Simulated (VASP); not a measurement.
Set up this calculation in VASP 6.6.1, as the native input.

```
Task                   : single point
Functional             : PBEsol
Potentials or basis    : VASP PAW PBE potentials, release 64 (Pt)
Cutoff                 : 520 eV
k mesh                 : 7 × 7 × 4
Occupations            : methfessel-paxton, width 0.1 eV
Spin                   : no spin polarisation
Dipole correction      : no
Further INCAR settings : ALGO = Normal; EDIFF = 1e-06; NBANDS = 17
```

The structure of Pt lies in POSCAR:

```
Pt
1.0
    2.6887787319      0.0013816582     -0.0004751081
   -1.3431994428      2.3375812645     -0.0033016676
   -0.0008332479     -0.0072711897      4.8460148779
Pt
2
Direct
    0.6620694286      0.3243084168      0.7293499357
    0.3209793954      0.7159535425      0.2298061772
```

These files were run (other wordings do the same):

INCAR

```
PREC = Accurate ; ENCUT = 520
EDIFF = 1E-6 ; ISMEAR = 1
SIGMA = 0.1 ; LREAL = False
LASPH = True ; NELM = 60
ALGO = Normal ; ISIF = 2
LWAVE = False ; LCHARG = True
GGA = PS ; LELF = True
LVHAR = True ; NBANDS = 17
```

KPOINTS

```
Automatic mesh
0
Gamma
  7 7 4
```

Potentials or basis: VASP PAW PBE potentials, release 64 (Pt).

Launch:

```sh
$ cat potpaw_PBE.64/Pt/POTCAR > POTCAR
$ mpirun -np 1 vasp_std > vasp.out
```

It gave:

The pressure is -0.5 GPa and the largest force is 0.092 eV/Å. The band gap on the k mesh is zero (band 10 reaches 11.23 eV, above the bottom of band 11 at 10.19 eV).

Caveat: the k points lie up to 0.38 Å⁻¹ apart; the PAW data sets were made with another functional, which shifts forces and pressure a little; spin-orbit coupling is left out, which moves the levels of the heavy elements.

Wall time 15 s on 1 thread of Intel(R) Xeon(R) 6975P-C (Granite Rapids), on a shared host, peak memory 0.17 GiB.
